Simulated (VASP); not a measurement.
A run of VASP 6.6.1:

Contents of INCAR:

```
SYSTEM = Pb
  PREC = Accurate
  ENCUT = 500
  EDIFF = 1E-6
  ISMEAR = 0
  SIGMA = 0.1
  LREAL = .False.
  LASPH = .True.
  NELM = 120
  ALGO = Normal
  ISIF = 2
  LWAVE = .False.
  LCHARG = .False.
  NBANDS = 208
  GGA_COMPAT = .False.
```

The input KPOINTS:

```
regular mesh
0
Gamma
  3 3 3
  0 0 0
```

Contents of POSCAR:

```
Pb
1.0
   -7.3234239840      7.3234239840      0.0000000000
   -7.3234239840      0.0000000000      7.3234239840
    0.0000000000      7.3234239840      7.3234239840
Pb
27
Direct
    0.0000000000      0.0000000000      0.0000000000
    0.3333333333      0.0000000000      0.0000000000
    0.0000000000      0.3333333333      0.0000000000
    0.0000000000      0.0000000000      0.3333333333
    0.6666666667      0.0000000000      0.0000000000
    0.3333333333      0.3333333333      0.0000000000
    0.3333333333      0.0000000000      0.3333333333
    0.0000000000      0.6666666667      0.0000000000
    0.0000000000      0.3333333333      0.3333333333
    0.0000000000      0.0000000000      0.6666666667
    0.6666666667      0.3333333333      0.0000000000
    0.6666666667      0.0000000000      0.3333333333
    0.3333333333      0.6666666667      0.0000000000
    0.3333333333      0.3333333333      0.3333333333
    0.3333333333      0.0000000000      0.6666666667
    0.0000000000      0.6666666667      0.3333333333
    0.0000000000      0.3333333333      0.6666666667
    0.6666666667      0.6666666667      0.0000000000
    0.6666666667      0.3333333333      0.3333333333
    0.6666666667      0.0000000000      0.6666666667
    0.3333333333      0.6666666667      0.3333333333
    0.3333333333      0.3333333333      0.6666666667
    0.0000000000      0.6666666667      0.6666666667
    0.6666666667      0.6666666667      0.3333333333
    0.6666666667      0.3333333333      0.6666666667
    0.3333333333      0.6666666667      0.6666666667
    0.6666666667      0.6666666667      0.6666666667
```

Potentials or basis: VASP PAW LDA potentials, release 64 (Pb_d).

Command:

```console
$ cat potpaw_LDA.64/Pb_d/POTCAR > POTCAR
$ mpirun -np 1 vasp_std > vasp.out
```

Hardware: 1 thread of Intel(R) Xeon(R) Platinum 8488C (Sapphire Rapids), with other jobs on the host.

Task: How long does it take, and how much memory?

Result: Run time: 16 min on 1 thread of Intel(R) Xeon(R) Platinum 8488C (Sapphire Rapids), on a shared host, peak memory 0.87 GiB. Counts: scf iterations 11, k points 4.
